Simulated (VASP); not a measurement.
# WS2 (P6_3/mmc) in VASP: notebook, part 2 of 2

VASP 6.6.1.

### Step 3. Single point, r2SCAN (strain along c alone, the other axes held: -2.0 %, then relaxed in part)

POSCAR reads:

```
WS2
1.0
    3.1816189179      0.0000000000      0.0000000000
   -1.5908094589      2.7553628080      0.0000000000
    0.0000000000      0.0000000000     12.8060330120
W S
2 4
Direct
    0.3333333333      0.6666666667      0.2500000000
    0.6666666667      0.3333333333      0.7500000000
    0.3333333333      0.6666666667      0.6283210911
    0.6666666667      0.3333333333      0.1283210911
    0.3333333333      0.6666666667      0.8716789089
    0.6666666667      0.3333333333      0.3716789089
```

INCAR.step1 reads:

```
SYSTEM = WS2
ALGO = Normal
EDIFF = 1E-4
ENCUT = 520
GGA = PE
ISMEAR = 0
LASPH = .TRUE.
LCHARG = .FALSE.
LREAL = .FALSE.
LWAVE = .TRUE.
NBANDS = 35
NELM = 80
PREC = Accurate
SIGMA = 0.02
```

INCAR.step2 reads:

```
SYSTEM = WS2
ALGO = Normal
EDIFF = 1E-6
ENCUT = 520
ISIF = 2
ISMEAR = 0
ISTART = 1
LASPH = .TRUE.
LCHARG = .TRUE.
LELF = .TRUE.
LMIXTAU = .TRUE.
LREAL = .FALSE.
LVHAR = .TRUE.
LWAVE = .FALSE.
METAGGA = R2SCAN
NBANDS = 35
NELM = 80
PREC = Accurate
SIGMA = 0.02
```

KPOINTS reads:

```
k-points
0
G
  12 12 2
  0 0 0
```

Potentials or basis: VASP PAW PBE potentials, release 64 (W_sv, S).

On the command line:

```bash
$ cat potpaw_PBE.64/W_sv/POTCAR potpaw_PBE.64/S/POTCAR > POTCAR
$ cp INCAR.step1 INCAR
$ mpirun -np 1 vasp_std > vasp.out
$ cp INCAR.step2 INCAR
$ mpirun -np 1 vasp_std > vasp.out
```

OUTCAR:

```text
SYSTEM = WS2
   EDIFF = 1E-6
   ENCUT = 520
   ISIF = 2
   ISMEAR = 0
   ISTART = 1
   LASPH = .TRUE.
   LREAL = .FALSE.
   METAGGA = R2SCAN
   NELM = 80
   PREC = Accurate

 ion  position               nearest neighbor table
   1  0.333  0.667  0.250-   4 2.41   6 2.41   4 2.41   6 2.41   4 2.41   6 2.41
   2  0.667  0.333  0.750-   3 2.41   5 2.41   3 2.41   5 2.41   3 2.41   5 2.41
   3  0.333  0.667  0.628-   2 2.41   2 2.41   2 2.41
   4  0.667  0.333  0.128-   1 2.41   1 2.41   1 2.41
   5  0.333  0.667  0.872-   2 2.41   2 2.41   2 2.41
   6  0.667  0.333  0.372-   1 2.41   1 2.41   1 2.41

  LATTYP: Found a hexagonal cell.
 ALAT       =     3.1816189179
 C/A-ratio  =     4.0250053015

  Lattice vectors:

 A1 = (   3.1816189179,   0.0000000000,   0.0000000000)
 A2 = (  -1.5908094589,   2.7553628080,   0.0000000000)
 A3 = (   0.0000000000,   0.0000000000,  12.8060330120)

Analysis of symmetry for initial positions (statically):
=====================================================================
 Subroutine PRICEL returns:
 Original cell was already a primitive cell.

 Routine SETGRP: Setting up the symmetry group for a
 hexagonal supercell.
[... 175 lines left out ...]

  energy without entropy =     -140.16289912  energy(sigma->0) =     -140.16289912

 E-fermi :   6.9307     XC(G=0): -11.2854

 val. band max:        6.6150976212   @ k =   0.0000   0.0000   0.0000
 cond. band min:       7.9016822940   @ k =   0.1667   0.1667   0.0000
 fundamental gap:      1.2865846729
 Fermi energy:         6.9306617357

 k-point     1 :       0.0000    0.0000    0.0000
  band No.  band energies     occupation
      1     -69.9385      2.00000
      2     -69.9385      2.00000
      3     -33.5272      2.00000
      4     -33.5272      2.00000
      5     -33.3735      2.00000
      6     -33.3735      2.00000
[... 901 lines left out ...]
     34      10.7518      0.00000
     35      13.1212      0.00000

 [... further k-points ...]
[... 5 lines left out ...]
  --------------------------------------------------------------------------------------
  -------------------------------------------------------------------------------------
  Total        0.2324671      0.2324671      0.4716597      0.0000000      0.0000000      0.0000000
  in kB        3.3176491      3.3176491      6.7312818      0.0000000      0.0000000      0.0000000
  external PRESSURE =       4.4555267 kB  Pullay stress =       0.0000000 kB

 VOLUME and BASIS-vectors are now :
 -----------------------------------------------------------------------------
  energy-cutoff  :      520.00
  volume of cell :      112.26
      direct lattice vectors                 reciprocal lattice vectors
     3.181618918  0.000000000  0.000000000     0.314305398  0.181464306  0.000000000
    -1.590809459  2.755362808  0.000000000     0.000000000  0.362928612  0.000000000
     0.000000000  0.000000000 12.806033012     0.000000000  0.000000000  0.078088195

 POSITION                                       TOTAL-FORCE (eV/Angst)
 -----------------------------------------------------------------------------------
     -0.00000      1.83691      3.20151         0.000000      0.000000      0.000000
      1.59081      0.91845      9.60452         0.000000     -0.000000      0.000000
     -0.00000      1.83691      8.04630         0.000000      0.000000     -0.027277
      1.59081      0.91845      1.64328        -0.000000      0.000000     -0.027277
     -0.00000      1.83691     11.16275        -0.000000      0.000000      0.027277
      1.59081      0.91845      4.75973        -0.000000     -0.000000      0.027277
 -----------------------------------------------------------------------------------
    total drift:                               -0.000000      0.000000     -0.000000

  FREE ENERGIE OF THE ION-ELECTRON SYSTEM (eV)
  ---------------------------------------------------
  free  energy   TOTEN  =      -140.1628991179 eV

  energy  without entropy=     -140.1628991179  energy(sigma->0) =     -140.16289912
```

OUTCAR.step1:

```text
SYSTEM = WS2
   EDIFF = 1E-4
   ENCUT = 520
   GGA = PE
   ISMEAR = 0
   LASPH = .TRUE.
   LREAL = .FALSE.
   NELM = 80
[... 1150 lines left out ...]
      1.59081      0.91845      1.64328         0.000000      0.000000     -0.238327
     -0.00000      1.83691     11.16275        -0.000000     -0.000000      0.238327
      1.59081      0.91845      4.75973         0.000000      0.000000      0.238327
 -----------------------------------------------------------------------------------
    total drift:                               -0.000000      0.000000     -0.000000

  FREE ENERGIE OF THE ION-ELECTRON SYSTEM (eV)
  ---------------------------------------------------
  free  energy   TOTEN  =       -47.3096568962 eV

  energy  without entropy=      -47.3096568962  energy(sigma->0) =      -47.30965690
```

OSZICAR.step1:

```text
N       E                     dE             d eps       ncg     rms          rms(c)
DAV:   1     0.506804335450E+03    0.50680E+03   -0.28399E+04  2940   0.147E+03
DAV:   2    -0.177036744771E+02   -0.52451E+03   -0.50603E+03  3138   0.402E+02
DAV:   3    -0.492608575316E+02   -0.31557E+02   -0.31037E+02  3277   0.944E+01
DAV:   4    -0.500492405333E+02   -0.78838E+00   -0.78511E+00  3247   0.156E+01
DAV:   5    -0.500663147842E+02   -0.17074E-01   -0.17064E-01  3171   0.242E+00    0.376E+01
DAV:   6    -0.476647706192E+02    0.24015E+01   -0.85391E+00  3021   0.195E+01    0.162E+01
DAV:   7    -0.474373588914E+02    0.22741E+00   -0.24660E+00  2921   0.823E+00    0.669E+00
DAV:   8    -0.473097881076E+02    0.12757E+00   -0.36701E-01  3043   0.416E+00    0.200E+00
DAV:   9    -0.473119825700E+02   -0.21945E-02   -0.45130E-02  3223   0.110E+00    0.109E+00
DAV:  10    -0.473101555285E+02    0.18270E-02   -0.23466E-02  3180   0.968E-01    0.359E-01
DAV:  11    -0.473096626081E+02    0.49292E-03   -0.40392E-03  2880   0.376E-01    0.168E-01
DAV:  12    -0.473096568962E+02    0.57119E-05   -0.15870E-04  1909   0.727E-02
   1 F= -.47309657E+02 E0= -.47309657E+02  d E =-.117528E-17
```

Wall time 3.3 min (1 thread of Intel Xeon 6975P-C (Granite Rapids), shared host); peak memory 0.31 GiB.

Results:

```
Free energy            : -140.1629 eV
Pressure               : 0.4 GPa
Largest force          : 0.027 eV/Å
Band gap on the k mesh : 1.29 eV, indirect (least direct gap 1.87 eV)
```

Forces in eV/Å, atoms in the order of the input:
```
W    0.000  0.000  0.000
W    0.000  0.000  0.000
S    0.000  0.000 -0.027
S    0.000  0.000 -0.027
S    0.000  0.000  0.027
S    0.000  0.000  0.027
```

Levels at points of the mesh, in eV from the valence-band top:
| k point | band 22 | band 23 | band 24 | band 25 | band 26 | band 27 | band 28 | band 29 | band 30 | band 31 |
| --- | --- | --- | --- | --- | --- | --- | --- | --- | --- | --- |
| (0.00, 0.00, 0.00) | -2.36 | -2.36 | -1.82 | -1.00 | 0.00 | 2.48 | 2.48 | 2.48 | 2.48 | 2.58 |
| (0.50, 0.00, 0.00) | -2.82 | -2.09 | -1.97 | -1.65 | -1.53 | 2.40 | 2.43 | 2.78 | 2.96 | 3.53 |
| (0.00, 0.00, 0.50) | -2.38 | -2.38 | -2.38 | -0.32 | -0.32 | 2.48 | 2.48 | 2.48 | 2.48 | 2.64 |
| (0.50, 0.00, 0.50) | -2.88 | -2.03 | -2.03 | -1.58 | -1.58 | 2.41 | 2.41 | 2.88 | 2.88 | 3.79 |

Caveat: the cell differs from its parent crystal (strain along c alone, the other axes held: -2.0 %, then relaxed in part); the PAW data sets were made with another functional, which shifts forces and pressure a little; spin-orbit coupling is left out, which moves the levels of the heavy elements.
